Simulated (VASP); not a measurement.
Set up this calculation in VASP 6.6.1, as the native input.

```yaml
Task: relaxation of cell and atoms
Functional: PBE
Potentials_or_basis: VASP PAW PBE potentials, release 64 (Cu, O)
Cutoff: 600 eV
k_mesh: 7 × 7 × 7
Occupations: fermi-dirac, width 0.05 eV
Spin: no spin polarisation
Target_pressure: 2 GPa
Dipole_correction: no
Further_INCAR_settings: ALGO = Normal; EDIFF = 1e-06; IBRION = 2; EDIFFG = -0.01; NSW = 60; ISIF = 3
```

The structure of CuO lies in POSCAR:

```
CuO
1.0
    4.1609370000      0.0000000000      0.0000000000
    0.0000000000      4.1609370000      0.0000000000
    0.0000000000      0.0000000000      3.8876430000
Cu O
3 3
Direct
    0.5000000000      0.0000000000      0.5000000000
    0.0000000000      0.5000000000      0.5000000000
    0.0000000000      0.0000000000      0.0000000000
    0.0000000000      0.0000000000      0.5000000000
    0.5000000000      0.0000000000      0.0000000000
    0.0000000000      0.5000000000      0.0000000000
```

One way to write it, as run:

INCAR

```
ALGO = Normal
EDIFF = 1E-6
EDIFFG = -0.01
ENCUT = 600
GGA = PE
IBRION = 2
ISIF = 3
ISMEAR = -1
LASPH = True
LCHARG = False
LREAL = False
LWAVE = False
NELM = 60
NSW = 60
PREC = Accurate
PSTRESS = 20.0
SIGMA = 0.05
```

KPOINTS

```
k-points
0
Gamma
  7 7 7
```

Potentials or basis: VASP PAW PBE potentials, release 64 (Cu, O).

Command:

```console
$ cat potpaw_PBE.64/Cu/POTCAR potpaw_PBE.64/O/POTCAR > POTCAR
$ mpirun -np 1 vasp_std > vasp.out
```

Results of the run:

```yaml
Relaxed_volume: 11.25 Å³/atom
Relaxed_cell: a = 4.168 Å, b = 4.168 Å, c = 3.886 Å, α = 90.00°, β = 90.00°, γ = 90.00°
Space_group_after_relaxing_to_0.1_Å: P4/mmm (No. 123)
Energy_change_on_relaxing_the_run_minimises_the_enthalpy: -0.4 meV/atom
Ionic_steps: 7
Pressure_after_relaxing: 2.0 GPa
Band_gap_on_the_k_mesh: zero (an odd number of electrons rules out a gap without spin polarisation)
```

Caveat: the cell is relaxed towards a set pressure, so the run minimises the enthalpy, not the energy; an odd number of electrons without spin polarisation forces a metal; a magnetic or distorted state may lie lower; semilocal functionals often make such compounds metallic where correlation or magnetic order opens a gap, which also shifts bond lengths.

Run time: 12 min on 1 thread of Intel Xeon 8259CL, with other jobs on the host, peak memory 0.25 GiB.
